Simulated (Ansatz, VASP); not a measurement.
**One calculation of Be2Sb, two programs**

```
Be Sb
1.0
     3.77122    0.00000    0.00000
    -1.88561    3.26598    0.00000
     0.00000    0.00000    3.55051
Be Sb
2 1
Direct
  0.33333 0.66667 0.50000
  0.66667 0.33333 0.50000
  0.00000 0.00000 0.00000
```

Alike in both runs: task relaxation of cell and atoms; functional PBE; k mesh 12 × 12 × 14; occupations gaussian, width 0.1 eV; no spin polarisation.

```csv
,VASP,Ansatz
version,VASP 6.6.1,Ansatz 0.2.0
potentials or method,"VASP PAW PBE potentials, release 64 (Be, Sb), cutoff 600 eV","scalar-relativistic, plane waves, PAW"
valence electrons in the cell,9,19
```

```tsv
	VASP	Ansatz	Ansatz less VASP
gap on the k mesh at the Fermi level, each at its own relaxed structure (eV)	none	none	-
relaxed volume (Å³/atom)	14.53	14.51	-0.012
relaxed cell length with the largest relative difference (Å)	3.599	3.597	-0.0016
```

A gap of «none» marks a metal or a gap that the smearing closes. VASP's potentials hold 9 valence electrons a cell and Ansatz's 19, so a difference there can come from the potentials and not from the codes.

Neither program's run includes spin-orbit coupling.
